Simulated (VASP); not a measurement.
Runs of VASP 6.6.1 on TiB2 (AlB2 type). The structure is that of space group P6/mmm (No. 191), or close to it. The cells are those of the table. 

```csv
task,cell,cutoff (eV),gap on the mesh (eV),pressure (GPa)
relaxation of shape and atoms at fixed volume,"relaxed from a = 2.869, b = 2.869, c = 3.028 Å, angles 90.0, 90.0, 120.0°, 3 atoms",600,none,46.0
single point,"a = 2.940, b = 2.940, c = 3.080 Å, angles 90.0, 90.0, 120.0°, 3 atoms",520,none,(a)
relaxation of shape and atoms at fixed volume,"relaxed from a = 2.779, b = 2.779, c = 2.933 Å, angles 90.0, 90.0, 120.0°, 3 atoms",600,none,95.8
single point,"a = 2.994, b = 2.994, c = 3.160 Å, angles 90.0, 90.0, 120.0°, 3 atoms",520,none,0.6
relaxation of cell and atoms,"relaxed from a = 3.158, b = 3.158, c = 3.474 Å, angles 90.0, 90.0, 120.0°, 3 atoms",600,none,0.0
relaxation of shape and atoms at fixed volume,"relaxed from a = 2.933, b = 2.933, c = 3.095 Å, angles 90.0, 90.0, 120.0°, 3 atoms",600,none,19.9
relaxation of shape and atoms at fixed volume,"relaxed from a = 2.553, b = 2.553, c = 2.694 Å, angles 90.0, 90.0, 120.0°, 3 atoms",600,none,330.0
relaxation of shape and atoms at fixed volume,"relaxed from a = 2.683, b = 2.683, c = 2.832 Å, angles 90.0, 90.0, 120.0°, 3 atoms",600,none,171.7
```

Alike in all rows: level LDA; potentials or basis VASP PAW LDA potentials, release 64 (Ti_sv, B); no spin polarisation; k mesh 11 × 11 × 9; smearing fermi-dirac 0.1 eV.

Task: Estimate the missing entries.

Result: (a) 20.0.

Caveats: the cell stands under pressure (at least some runs).

A gap of «none» marks levels without a gap at the run's occupations.
